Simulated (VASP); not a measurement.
ScW3:

```xyz
4
Lattice="0.0000 3.2777 3.2777 3.2777 0.0000 3.2777 3.2777 3.2777 0.0000" Properties=species:S:1:pos:R:3 pbc="T T T"
Sc    0.0000    0.0000    0.0000
W     1.6388    1.6388    1.6388
W     4.9165    4.9165    4.9165
W     3.2777    3.2777    3.2777
```

The cell was built from a structure type or drawn by symmetry, and may not be a known phase.

- Program: VASP 6.6.1
- Task: relaxation of cell and atoms
- Functional: PBE
- Potentials or basis: VASP PAW PBE potentials, release 64 (Sc_sv, W_sv)
- Cutoff: 600 eV
- k mesh: 4 × 4 × 4
- Occupations: gaussian, width 0.1 eV
- Spin: no spin polarisation

At the start: pressure -7.3 GPa; volume 17.61 Å³/atom.

Q: Where does the relaxation end?

A: Over 3 steps the energy falls by 14.7 meV/atom and the volume is 17.00 Å³/atom (-3.5 %); space group Fm-3m (No. 225, to 0.1 Å) before and after.

Step by step:
```
step  energy change (eV)  largest force (eV/Å)  pressure (GPa)  volume (Å³)
   1              0.0000                0.0000           -7.32        70.42
   2              0.2652                0.0000           20.56        62.54
   3             -0.0589                0.0000           -0.23        67.99
```

Final structure:
```cif
data_structure
_symmetry_space_group_name_H-M 'P 1'
_symmetry_Int_Tables_number 1
_cell_length_a 4.5814
_cell_length_b 4.5814
_cell_length_c 4.5814
_cell_angle_alpha 60.000
_cell_angle_beta 60.000
_cell_angle_gamma 60.000
_cell_volume 67.99
loop_
_atom_site_label
_atom_site_type_symbol
_atom_site_fract_x
_atom_site_fract_y
_atom_site_fract_z
_atom_site_occupancy
Sc1 Sc 0.00000 0.00000 0.00000 1
W1 W 0.25000 0.25000 0.25000 1
W2 W 0.75000 0.75000 0.75000 1
W3 W 0.50000 0.50000 0.50000 1
```

Caveat: the k points lie up to 0.42 Å⁻¹ apart in the final cell, too coarse for converged energies and pressures of a metal.
